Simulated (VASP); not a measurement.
Here is a VASP 6.6.1 calculation.

INCAR

```
SYSTEM = C
PREC = Accurate ; ENCUT = 910
EDIFF = 1E-6 ; ISMEAR = 0
SIGMA = 0.02 ; LREAL = .FALSE.
LASPH = .TRUE. ; NELM = 120
ALGO = Normal ; ISIF = 2
LWAVE = .FALSE. ; LCHARG = .FALSE.
GGA = CA ; NBANDS = 16
GGA_COMPAT = .FALSE.
```

File KPOINTS:

```
regular mesh
0
G
  9 9 6
  0 0 0
```

File POSCAR:

```
C
1.0
    2.4892434776      0.0000000000      0.0000000000
   -1.2446217388      2.1557480878      0.0000000000
    0.0000000000      0.0000000000      4.0945232323
C
4
Direct
    0.3333333333      0.6666666667     -0.0002685395
    0.6666666667      0.3333333333      0.4997314605
    0.3333333333      0.6666666667      0.3742685395
    0.6666666667      0.3333333333      0.8742685395
```

Potentials or basis: VASP PAW LDA potentials, release 64 (C_h).

The run is started by

```console
$ cat potpaw_LDA.64/C_h/POTCAR > POTCAR
$ mpirun -np 1 vasp_std > vasp.out
```

(1) Estimate the pressure.

(2) Predict the band gap on the k mesh.

Answers

(1) 3.4 GPa.

(2) 3.02 eV, indirect (least direct gap 4.82 eV).

Caveat: the cell differs from its parent crystal (strained cell); the cutoff is under 1.25 times the usual one of these potentials, so pressure, stress and relaxed cells hold a basis-set (Pulay) error.
